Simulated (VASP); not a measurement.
Here is a VASP 6.6.1 calculation.

File INCAR:

```
PREC = Accurate ; ENCUT = 520
EDIFF = 1E-7 ; ISMEAR = 0
SIGMA = 0.05 ; LREAL = F
LASPH = T ; NELM = 80
ALGO = Normal ; ISIF = 2
LWAVE = F ; LCHARG = F
GGA = PS ; NBANDS = 14
```

File KPOINTS:

```
regular mesh
0
Gamma
  8 8 8
```

Contents of POSCAR:

```
NaCl
1.0
    0.0000000000      2.6841763162      2.6841763162
    2.6841763162      0.0000000000      2.6841763162
    2.6841763162      2.6841763162      0.0000000000
Na Cl
1 1
Direct
    0.0000000000      0.0000000000      0.0000000000
    0.5000000000      0.5000000000      0.5000000000
```

Potentials or basis: VASP PAW PBE potentials, release 64 (Na_pv, Cl).

Command:

```console
$ cat potpaw_PBE.64/Na_pv/POTCAR potpaw_PBE.64/Cl/POTCAR > POTCAR
$ mpirun -np 1 vasp_std > vasp.out
```

What does it give for the pressure?

4.5 GPa.

Predict the band gap on the k mesh.

5.54 eV, direct.

Caveat: the PAW data sets were made with another functional, which shifts forces and pressure a little.
